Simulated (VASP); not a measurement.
A run of VASP 6.6.1 is set up as follows.

Contents of POSCAR:

```
BN
1.0
    0.0000000000      3.2928569245      2.1559210507
    1.2509583898      0.0000000000      2.1559210507
    1.2509583898      3.2928569245      0.0000000000
B N
1 1
Direct
    0.0002351822      0.0002351822      0.9997648178
    0.6664648078      0.6664648078      0.3335351922
```

Contents of INCAR.step1:

```
SYSTEM = BN
  ALGO = Normal
  EDIFF = 1E-8
  ENCUT = 500
  GGA = PE
  ISMEAR = 0
  LASPH = .True.
  LCHARG = .False.
  LREAL = .False.
  LWAVE = .True.
  NELM = 80
  PREC = Accurate
  SIGMA = 0.01
```

The input INCAR.step2:

```
SYSTEM = BN
  ALGO = Exact
  EDIFF = 1E-8
  ENCUT = 500
  GGA = PE
  ISMEAR = 0
  ISTART = 1
  LASPH = .True.
  LCHARG = .False.
  LOPTICS = .True.
  LREAL = .False.
  LWAVE = .True.
  NBANDS = 78
  NELM = 1
  PREC = Accurate
  SIGMA = 0.01
```

File INCAR.step3:

```
SYSTEM = BN
  ALGO = EVGW0
  EDIFF = 1E-8
  ENCUT = 500
  ENCUTGW = 150.0
  GGA = PE
  ISMEAR = 0
  ISTART = 1
  LASPH = .True.
  LCHARG = .False.
  LREAL = .False.
  LWAVE = .False.
  NBANDS = 78
  NBANDSGW = 12
  NELMGW = 1
  NOMEGA = 48
  PREC = Accurate
  PRECFOCK = Fast
  SIGMA = 0.01
```

Contents of KPOINTS:

```
k-points
0
Gamma
  6 6 6
  0 0 0
```

Potentials or basis: VASP PAW PBE potentials, release 64 (B_GW, N_GW).

Run with:

```console
$ cat potpaw_PBE.64/B_GW/POTCAR potpaw_PBE.64/N_GW/POTCAR > POTCAR
$ cp INCAR.step1 INCAR
$ mpirun -np 1 vasp_std > vasp.out
$ cp INCAR.step2 INCAR
$ mpirun -np 1 vasp_std > vasp.out
$ cp INCAR.step3 INCAR
$ mpirun -np 1 vasp_std > vasp.out
```

Question: What does it give for the quasiparticle gap?

Answer: 5.11 eV.

Question: What does it give for the least direct quasiparticle gap?

Answer: 6.24 eV.

Question: Estimate the band gap of the starting levels on the mesh.

Answer: 3.65 eV.

Question: Estimate the least direct gap of the starting levels on the mesh.

Answer: 4.57 eV.

Caveat: the k points lie up to 0.51 Å⁻¹ apart; bands, screening cutoff and mesh are small and nothing is extrapolated, so the quasiparticle values aren't converged.
